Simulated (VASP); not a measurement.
Here is a VASP 6.6.1 calculation.

INCAR

```
SYSTEM = SiW12
ALGO     = Normal         ! electronic algorithm
DIPOL    = 0.5 0.5 0.328
EDIFF    = 1E-6           ! SCF threshold, eV
ENCUT    = 520            ! plane-wave cutoff, eV
GGA      = PE             ! functional
IDIPOL   = 3            
ISIF     = 2              ! what is computed and relaxed
ISMEAR   = 0              ! smearing method
LASPH    = .True.         ! aspherical terms in the spheres
LCHARG   = .True.         ! write CHGCAR
LDIPOL   = .True.       
LELF     = .True.         ! ELF
LREAL    = .False.        ! projectors in reciprocal space
LVACPOTAV= .True.       
LVHAR    = .True.       
LWAVE    = .False.        ! write WAVECAR
NBANDS   = 98             ! bands
NELM     = 60             ! most SCF steps
PREC     = Accurate       ! precision mode
SIGMA    = 0.1            ! smearing width, eV
```

KPOINTS

```
k-points
0
Gamma
  5 5 1
  0 0 0
```

Contents of POSCAR:

```
SiW12
1.0
    5.5143287196      0.0000000000      0.0000000000
   -1.8381095732      5.1989589751      0.0000000000
    0.0000000000      0.0000000000     19.8562160745
W Si
12 1
Direct
    0.2500000000      0.2500000000      0.2014482510
    0.2500000000      0.7500000000      0.2014482510
    0.7500000000      0.2500000000      0.2014482510
    0.7500000000      0.7500000000      0.2014482510
    0.0000000000      0.0000000000      0.3111437104
    0.0000000000      0.5000000000      0.3111437104
    0.5000000000      0.0000000000      0.3111437104
    0.5000000000      0.5000000000      0.3111437104
    0.2500000000      0.2500000000      0.4208362783
    0.2500000000      0.7500000000      0.4208362783
    0.7500000000      0.2500000000      0.4208362783
    0.7500000000      0.7500000000      0.4208362783
    0.4166666667      0.4166666667      0.5238380747
```

Potentials or basis: VASP PAW PBE potentials, release 64 (W_sv, Si).

The run is started by

```bash
$ cat potpaw_PBE.64/W_sv/POTCAR potpaw_PBE.64/Si/POTCAR > POTCAR
$ mpirun -np 1 vasp_std > vasp.out
```

Task: Predict the largest force.

Result: 2.003 eV/Å.

Task: What does it give for the band gap on the k mesh?

Result: Zero (bands 86 and 87 overlap by 1.31 eV).

Forces in eV/Å, atoms in the order of the input:
```
W   -0.035 -0.050  0.060
W   -0.008  0.058 -0.137
W    0.057  0.012 -0.137
W    0.011  0.016  0.036
W   -0.045 -0.063 -0.400
W   -0.170  0.033 -0.101
W    0.088 -0.149 -0.101
W    0.191  0.270 -0.470
W   -1.031 -1.459 -0.906
W    0.161 -0.326  0.663
W   -0.361  0.043  0.663
W    0.098  0.139  0.823
Si   1.044  1.476  0.008
```

Caveat: spin-orbit coupling is left out, which moves the levels of the heavy elements.
